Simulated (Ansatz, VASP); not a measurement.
# Two plane-wave programs on Zn3O

Contents of INCAR:

```
SYSTEM = Zn3O
ALGO = Normal ; EDIFF = 1E-6
ENCUT = 520 ; GGA = PE
ISIF = 2 ; ISMEAR = 0
LASPH = .TRUE. ; LCHARG = .FALSE.
LREAL = .FALSE. ; LWAVE = .FALSE.
NBANDS = 29 ; NELM = 100
PREC = Accurate ; SIGMA = 0.1
```

File KPOINTS:

```
k-points
0
G
  6 6 6
  0 0 0
```

Contents of POSCAR:

```
Zn3O
1.0
    3.6503243511      0.0000000000      0.0000000000
    0.0000000000      3.6503243511      0.0000000000
    0.0000000000      0.0000000000      3.6503243511
Zn O
3 1
Direct
    0.0000000000      0.5000000000      0.5000000000
    0.5000000000      0.0000000000      0.5000000000
    0.5000000000      0.5000000000      0.0000000000
    0.0000000000      0.0000000000      0.0000000000
```

Input for Ansatz:

```yaml
crystal:
  lattice:
    - [3.6503243511, 0.0, 0.0]
    - [0.0, 3.6503243511, 0.0]
    - [0.0, 0.0, 3.6503243511]
  atoms:
    - { symbol: Zn, position: [0.0, 0.5, 0.5] }
    - { symbol: Zn, position: [0.5, 0.0, 0.5] }
    - { symbol: Zn, position: [0.5, 0.5, 0.0] }
    - { symbol: O, position: [0.0, 0.0, 0.0] }
basis:
  ecutwfc: 420
kpoints:
  mp_grid: { grid: [6, 6, 6] }
hamiltonian:
  xc: pbe
scf:
  occupations: { method: gaussian, width: 0.1 }
  lower_state_search: "off"
output:
  forces: true
  stress: true
  eigenvalues: true
```

Alike in both runs: task single point; functional PBE; k mesh 6 × 6 × 6; occupations gaussian, width 0.1 eV; no spin polarisation.

|  | VASP | Ansatz |
| --- | --- | --- |
| version | VASP 6.6.1 | Ansatz 0.2.0 |
| potentials or method | VASP PAW PBE potentials, release 64 (Zn, O), cutoff 520 eV | scalar-relativistic, plane waves, PAW |
| valence electrons in the cell | 42 | 42 |

VASP gave:

```
gap on the k mesh at the Fermi level (eV) : none
pressure (GPa)                            : 11.6
```

Problem. Which values does Ansatz return?

Solution. gap on the k mesh at the Fermi level (eV): none; pressure (GPa): 11.2.

A gap of «none» marks a metal or a gap that the smearing closes.
